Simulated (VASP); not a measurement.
# MoSe2 (P6_3/mmc) in VASP: a series of runs

MoSe2 is run at these levels: PBE+D3(BJ); tasks: single point.

All numbers are computed with VASP 6.6.1; they aren't measurements. Logs are shortened: lines on timing, memory, paths and dates and some standing lists are left out, and cuts for length are marked.

## Step 1: The cell of the first run

The structure is hexagonal, space group P6_3/mmc (No. 194). Conventional cell: a = 3.251 Å, b = 3.251 Å, c = 12.421 Å, α = 90.00°, β = 90.00°, γ = 120.00°. Within 3.3 Å of Mo (site symmetry -6m2) lie 6 Se at 2.52 Å and 6 Mo at 3.25 Å. Se (site symmetry 3m) has 3 Mo at 2.52 Å and 6 Se at 3.25 Å within 3.3 Å.

## Step 2: Single point, PBE+D3(BJ) (volume scaled by 0.960)

The input, INCAR:

```
ALGO = Normal
EDIFF = 1E-6
ENCUT = 500
GGA = PE
GGA_COMPAT = F
ISIF = 2
ISMEAR = 0
IVDW = 12
LASPH = T
LCHARG = F
LREAL = F
LWAVE = F
NBANDS = 35
NELM = 120
PREC = Accurate
SIGMA = 0.05
```

The input, KPOINTS:

```
k-points
0
Gamma
  10 10 4
```

The input, POSCAR:

```
MoSe2
1.0
    3.2509475134      0.0000000000      0.0000000000
   -1.6254737567      2.8154031330      0.0000000000
    0.0000000000      0.0000000000     12.4207337250
Mo Se
2 4
Direct
    0.3333333333      0.6666666667      0.2500000000
    0.6666666667      0.3333333333      0.7500000000
    0.3333333333      0.6666666667      0.6150141144
    0.6666666667      0.3333333333      0.1150141144
    0.3333333333      0.6666666667      0.8849858856
    0.6666666667      0.3333333333      0.3849858856
```

Potentials or basis: VASP PAW PBE potentials, release 64 (Mo_sv, Se).

Started as:

```sh
cat potpaw_PBE.64/Mo_sv/POTCAR potpaw_PBE.64/Se/POTCAR > POTCAR
mpirun -np 1 vasp_std > vasp.out
```

OUTCAR:

```text
EDIFF = 1E-6
   ENCUT = 500
   GGA = PE
   ISIF = 2
   ISMEAR = 0
   IVDW = 12
   LASPH = T
   LREAL = F
   NELM = 120
   PREC = Accurate
 IVDW          = 12

 ion  position               nearest neighbor table
   1  0.333  0.667  0.250-   4 2.52   6 2.52   4 2.52   6 2.52   4 2.52   6 2.52
   2  0.667  0.333  0.750-   3 2.52   5 2.52   3 2.52   5 2.52   3 2.52   5 2.52
   3  0.333  0.667  0.615-   2 2.52   2 2.52   2 2.52
   4  0.667  0.333  0.115-   1 2.52   1 2.52   1 2.52
   5  0.333  0.667  0.885-   2 2.52   2 2.52   2 2.52
   6  0.667  0.333  0.385-   1 2.52   1 2.52   1 2.52

  LATTYP: Found a hexagonal cell.
 ALAT       =     3.2509475134
 C/A-ratio  =     3.8206503408

  Lattice vectors:

 A1 = (   3.2509475134,   0.0000000000,   0.0000000000)
 A2 = (  -1.6254737567,   2.8154031330,   0.0000000000)
 A3 = (   0.0000000000,   0.0000000000,  12.4207337250)

Analysis of symmetry for initial positions (statically):
=====================================================================
 Subroutine PRICEL returns:
 Original cell was already a primitive cell.

 Routine SETGRP: Setting up the symmetry group for a
 hexagonal supercell.

 Subroutine GETGRP returns: Found 24 space group operations
 (whereof 12 operations were pure point group operations)
 out of a pool of 24 trial point group operations.

The static configuration has the point symmetry D_3d.
 The point group associated with its full space group is D_6h.

Analysis of symmetry for dynamics (positions and initial velocities):
=====================================================================
 Subroutine PRICEL returns:
 Original cell was already a primitive cell.

 Routine SETGRP: Setting up the symmetry group for a
 hexagonal supercell.

 Subroutine GETGRP returns: Found 24 space group operations
 (whereof 12 operations were pure point group operations)
 out of a pool of 24 trial point group operations.

The dynamic configuration has the point symmetry D_3d.
 The point group associated with its full space group is D_6h.

 Subroutine INISYM returns: Found 24 space group operations
 (whereof 12 operations are pure point group operations),
 and found     1 'primitive' translations

----------------------------------------------------------------------------------------

[... 100 lines left out ...]
   EDIFF  = 0.1E-05   stopping-criterion for ELM
   LREAL  =      F    real-space projection
   EDIFFG = 0.1E-04   stopping-criterion for IOM
   NSW    =      0    number of steps for IOM
   IBRION =     -1    ionic relax: 0-MD 1-quasi-New 2-CG
   NFREE  =      0    steps in history (QN), initial steepest desc. (CG)
   ISIF   =      2    stress and relaxation
   ISYM   =      2    0-nonsym 1-usesym 2-fastsym
   POTIM  = 0.5000    time-step for ionic-motion
   TEBEG  =    0.0;   TEEND  =   0.0 temperature during run
   PSTRESS=    0.0 pullay stress
   NELECT =      52.0000    total number of electrons
   NUPDOWN=      -1.0000    fix difference up-down
   EMIN   =  10.00;   EMAX   =-10.00  energy-range for DOS
   EFERMI =   0.00;   METHOD = LEGACY
   ISMEAR =     0;   SIGMA  =   0.05  broadening in eV -4-tet -1-fermi 0-gaus
   EFERMI_NEDOS =   21; number of points for ismear=-14 and -15
   IALGO  =     38    algorithm
   IMIX   =      4    mixing-type and parameters
     AMIX     =   0.40;   BMIX     =  1.00
     AMIX_MAG =   1.60;   BMIX_MAG =  1.00
  volume/ion in A,a.u.               =      18.95       127.86
  Fermi-wavevector in a.u.,A,eV,Ry     =   1.261372  2.383648 21.647692  1.591060
  Thomas-Fermi vector in A             =   2.394835
   LORBIT       =      0    0 simple, 1 ext, 2 COOP (PROOUT), +10 PAW based schemes
   GGA     = PE    functional components
   LHFCALC =     F    Hartree Fock is set to
   AEXX    =    0.0000 exact exchange contribution
   IVDW    =    12    specifies the selected vdW correction
   LEPSILON=     F    determine dielectric tensor
   LRPA    =     F    only Hartree local field effects (RPA)
 non-spin polarized calculation
 Gauss-broadening in eV      SIGMA  =   0.05
  energy-cutoff  :      500.00
  volume of cell :      113.68
 maximum number of plane-waves:      2912
 NGX is ok and might be reduce to    24
   NGX = 11   NGY = 11   NGZ = 45

 number of electron      51.9999999 magnetization

 Free energy of the ion-electron system (eV)
  ---------------------------------------------------
  ext. energy  EPLUGINS =         0.00000000
  ---------------------------------------------------
  free energy    TOTEN  =       -39.65099910 eV

  energy without entropy =      -39.65099910  energy(sigma->0) =      -39.65099910

 E-fermi :   7.5888     XC(G=0): -11.0784

 val. band max:        7.2993715813   @ k =   0.0000   0.0000   0.0000
 cond. band min:       7.9162473504   @ k =   0.2000   0.2000   0.0000
 fundamental gap:      0.6168757691
 Fermi energy:         7.5888352090

 k-point     1 :       0.0000    0.0000    0.0000
  band No.  band energies     occupation
      1     -53.9565      2.00000
      2     -53.9564      2.00000
      3     -28.1454      2.00000
      4     -28.1453      2.00000
      5     -27.9220      2.00000
      6     -27.9220      2.00000
[... 901 lines left out ...]
     34      11.2457      0.00000
     35      12.6915      0.00000

 [... further k-points ...]

------------------------ aborting loop because EDIFF is reached ----------------------------------------

 Edisp (eV)   -2.99751

 E8    (eV) :    -1.2926

  FORCE on cell =-STRESS in cart. coord.  units (eV):
  Direction    XX          YY          ZZ          XY          YZ          ZX
  --------------------------------------------------------------------------------------
  -------------------------------------------------------------------------------------
  Total       1.85925     1.85925     1.92831     0.00000    -0.00000     0.00000
  in kB      26.20292    26.20292    27.17632     0.00000    -0.00000     0.00000
  external pressure =       26.53 kB  Pullay stress =        0.00 kB

 VOLUME and BASIS-vectors are now :
 -----------------------------------------------------------------------------
  energy-cutoff  :      500.00
  volume of cell :      113.68
      direct lattice vectors                 reciprocal lattice vectors
     3.250947513  0.000000000  0.000000000     0.307602628  0.177594460  0.000000000
    -1.625473757  2.815403133  0.000000000     0.000000000  0.355188921  0.000000000
     0.000000000  0.000000000 12.420733725     0.000000000  0.000000000  0.080510542

 POSITION                                       TOTAL-FORCE (eV/Angst)
 -----------------------------------------------------------------------------------
     -0.00000      1.87694      3.10518        -0.000000     -0.000000      0.000000
      1.62547      0.93847      9.31555         0.000000      0.000000      0.000000
     -0.00000      1.87694      7.63893        -0.000000     -0.000000     -0.037554
      1.62547      0.93847      1.42856        -0.000000      0.000000     -0.037554
     -0.00000      1.87694     10.99217        -0.000000     -0.000000      0.037554
      1.62547      0.93847      4.78181         0.000000      0.000000      0.037554
 -----------------------------------------------------------------------------------
    total drift:                               -0.000000      0.000000     -0.000000

  FREE ENERGIE OF THE ION-ELECTRON SYSTEM (eV)
  ---------------------------------------------------
  free  energy   TOTEN  =       -42.6485057846 eV

  energy  without entropy=      -42.6485057846  energy(sigma->0) =      -42.64850578
```

OSZICAR:

```text
N       E                     dE             d eps       ncg     rms          rms(c)
DAV:   1     0.420071728233E+03    0.42007E+03   -0.28217E+04  3276   0.135E+03
DAV:   2    -0.199055609198E+02   -0.43998E+03   -0.42618E+03  3574   0.351E+02
DAV:   3    -0.411582244807E+02   -0.21253E+02   -0.20841E+02  3478   0.686E+01
DAV:   4    -0.415059189871E+02   -0.34769E+00   -0.34637E+00  3455   0.870E+00
DAV:   5    -0.415093698748E+02   -0.34509E-02   -0.34501E-02  3414   0.869E-01    0.260E+01
DAV:   6    -0.403220840894E+02    0.11873E+01   -0.78901E+00  3183   0.177E+01    0.758E+00
DAV:   7    -0.400345565215E+02    0.28753E+00   -0.53632E+00  3106   0.127E+01    0.676E+00
DAV:   8    -0.396501278310E+02    0.38443E+00   -0.78628E-01  3136   0.571E+00    0.191E+00
DAV:   9    -0.396561305376E+02   -0.60027E-02   -0.12038E-01  3334   0.168E+00    0.111E+00
DAV:  10    -0.396507556180E+02    0.53749E-02   -0.18776E-02  3148   0.880E-01    0.182E-01
DAV:  11    -0.396509701906E+02   -0.21457E-03   -0.11472E-03  3452   0.167E-01    0.518E-02
DAV:  12    -0.396509826598E+02   -0.12469E-04   -0.86758E-05  3248   0.532E-02    0.212E-02
DAV:  13    -0.396509994818E+02   -0.16822E-04   -0.35202E-05  3135   0.294E-02    0.196E-02
DAV:  14    -0.396509990995E+02    0.38230E-06   -0.62717E-06  2880   0.142E-02
   1 F= -.42648506E+02 E0= -.42648506E+02  d E =-.196553E-18
```

It took 1.9 min on 1 thread of Intel Xeon Platinum 8488C (Sapphire Rapids), shared host; peak memory 0.31 GiB.

Results:

| Property | Result |
| --- | --- |
| Free energy | -42.6485 eV |
| Pressure | 2.7 GPa |
| Largest force | 0.038 eV/Å |
| Band gap on the k mesh | 0.62 eV, indirect (least direct gap 1.61 eV) |
| Dispersion energy per atom | -0.500 eV |

Forces on the atoms (eV/Å):
```
Mo   0.000  0.000  0.000
Mo   0.000  0.000  0.000
Se   0.000  0.000 -0.038
Se   0.000  0.000 -0.038
Se   0.000  0.000  0.038
Se   0.000  0.000  0.038
```

## Step 3: Single point, PBE+D3(BJ) (volume scaled by 0.980)

The input, INCAR:

```
PREC = Accurate
ENCUT = 500
EDIFF = 1E-6
ISMEAR = 0
SIGMA = 0.05
LREAL = F
LASPH = T
NELM = 120
ALGO = Normal
ISIF = 2
LWAVE = F
LCHARG = F
GGA = PE
IVDW = 12
NBANDS = 35
GGA_COMPAT = F
```

The input, KPOINTS:

```
regular mesh
0
Gamma
  10 10 4
```

The input, POSCAR:

```
MoSe2
1.0
    3.2648444887      0.0000000000      0.0000000000
   -1.6324222444      2.8274382667      0.0000000000
    0.0000000000      0.0000000000     12.5717868860
Mo Se
2 4
Direct
    0.3333333333      0.6666666667      0.2500000000
    0.6666666667      0.3333333333      0.7500000000
    0.3333333333      0.6666666667      0.6167009414
    0.6666666667      0.3333333333      0.1167009414
    0.3333333333      0.6666666667      0.8832990586
    0.6666666667      0.3333333333      0.3832990586
```

Potentials or basis: VASP PAW PBE potentials, release 64 (Mo_sv, Se).

Started as:

```sh
cat potpaw_PBE.64/Mo_sv/POTCAR potpaw_PBE.64/Se/POTCAR > POTCAR
mpirun -np 1 vasp_std > vasp.out
```

Wall time 2.2 min (1 thread of Intel Xeon Platinum 8488C (Sapphire Rapids), shared host); peak memory 0.31 GiB.

It converged, with:

```yaml
Free_energy: -42.6752 eV
Pressure: 1.3 GPa
Largest_force: 0.028 eV/Å
Band_gap_on_the_k_mesh: 0.69 eV, indirect (least direct gap 1.60 eV)
Dispersion_energy_per_atom: -0.489 eV
```

Forces on the atoms (eV/Å):
```
Mo   0.000  0.000  0.000
Mo   0.000  0.000  0.000
Se   0.000  0.000 -0.028
Se   0.000  0.000 -0.028
Se   0.000  0.000  0.028
Se   0.000  0.000  0.028
```

Levels at points of the mesh, in eV from the valence-band top:
| k point | band 23 | band 24 | band 25 | band 26 | band 27 | band 28 | band 29 | band 30 |
| --- | --- | --- | --- | --- | --- | --- | --- | --- |
| (0.00, 0.00, 0.00) | -1.50 | -1.28 | -0.60 | 0.00 | 2.44 | 2.44 | 2.55 | 2.55 |
| (0.50, 0.00, 0.00) | -1.31 | -1.25 | -1.18 | -0.87 | 1.55 | 1.61 | 1.76 | 2.19 |
| (0.00, 0.00, 0.50) | -1.54 | -1.54 | -0.15 | -0.15 | 2.46 | 2.46 | 2.46 | 2.46 |
| (0.50, 0.00, 0.50) | -1.22 | -1.22 | -1.06 | -1.06 | 1.57 | 1.57 | 1.99 | 1.99 |

 A k mesh can miss the band edges.

## Step 4: Single point, PBE+D3(BJ) (volume scaled by 1.020)

The input, INCAR:

```
PREC = Accurate
ENCUT = 500
EDIFF = 1E-6
ISMEAR = 0
SIGMA = 0.05
LREAL = False
LASPH = True
NELM = 120
ALGO = Normal
ISIF = 2
LWAVE = False
LCHARG = False
GGA = PE
IVDW = 12
NBANDS = 35
GGA_COMPAT = False
```

KPOINTS is that of step 3.

The input, POSCAR:

```
MoSe2
1.0
    3.2869103485      0.0000000000      0.0000000000
   -1.6434551742      2.8465478617      0.0000000000
    0.0000000000      0.0000000000     12.9098259902
Mo Se
2 4
Direct
    0.3333333333      0.6666666667      0.2500000000
    0.6666666667      0.3333333333      0.7500000000
    0.3333333333      0.6666666667      0.6203896437
    0.6666666667      0.3333333333      0.1203896437
    0.3333333333      0.6666666667      0.8796103563
    0.6666666667      0.3333333333      0.3796103563
```

Started as:

```sh
cat potpaw_PBE.64/Mo_sv/POTCAR potpaw_PBE.64/Se/POTCAR > POTCAR
mpirun -np 1 vasp_std > vasp.out
```

Run time: 2.3 min. Hardware: 1 thread of Intel Xeon Platinum 8488C (Sapphire Rapids), shared host; peak memory 0.31 GiB.

It converged, with:

```yaml
Free_energy: -42.6788 eV
Pressure: -0.6 GPa
Largest_force: 0.034 eV/Å
Band_gap_on_the_k_mesh: 0.84 eV, indirect (least direct gap 1.58 eV)
Dispersion_energy_per_atom: -0.470 eV
```

Forces in eV/Å, atoms in the order of the input:
```
Mo   0.000  0.000  0.000
Mo   0.000  0.000  0.000
Se   0.000  0.000 -0.034
Se   0.000  0.000 -0.034
Se   0.000  0.000  0.034
Se   0.000  0.000  0.034
```

Levels at points of the mesh, in eV from the valence-band top:
```
           k point  band 22  band 23  band 24  band 25  band 26  band 27  band 28  band 29  band 30  band 31
(0.00, 0.00, 0.00)    -1.46    -1.46    -1.11    -0.77     0.00     2.49     2.49     2.57     2.57     2.65
(0.50, 0.00, 0.00)    -2.21    -1.17    -1.14    -1.08    -0.87     1.57     1.62     1.83     2.17     2.69
(0.00, 0.00, 0.50)    -1.48    -1.48    -1.48    -0.18    -0.18     2.51     2.51     2.51     2.51     2.78
(0.50, 0.00, 0.50)    -2.37    -1.11    -1.11    -1.00    -1.00     1.59     1.59     2.01     2.01     3.17
```

 A k mesh can miss the band edges.

## Step 5: Overview

| cell | gap on the mesh (eV) | pressure (GPa) | largest force (eV/Å) |
| --- | --- | --- | --- |
| a = 3.251, b = 3.251, c = 12.421 Å, angles 90.0, 90.0, 120.0°, 6 atoms | 0.62 | 2.7 | 0.04 |
| a = 3.265, b = 3.265, c = 12.572 Å, angles 90.0, 90.0, 120.0°, 6 atoms | 0.69 | 1.3 | 0.03 |
| a = 3.287, b = 3.287, c = 12.910 Å, angles 90.0, 90.0, 120.0°, 6 atoms | 0.84 | -0.6 | 0.03 |

Alike in all rows: task single point; level PBE+D3(BJ); potentials or basis VASP PAW PBE potentials, release 64 (Mo_sv, Se); no spin polarisation; k mesh 10 × 10 × 4; cutoff (eV) 500; smearing gaussian 0.05 eV.

Absolute energies hang on the potentials; compare differences alone.
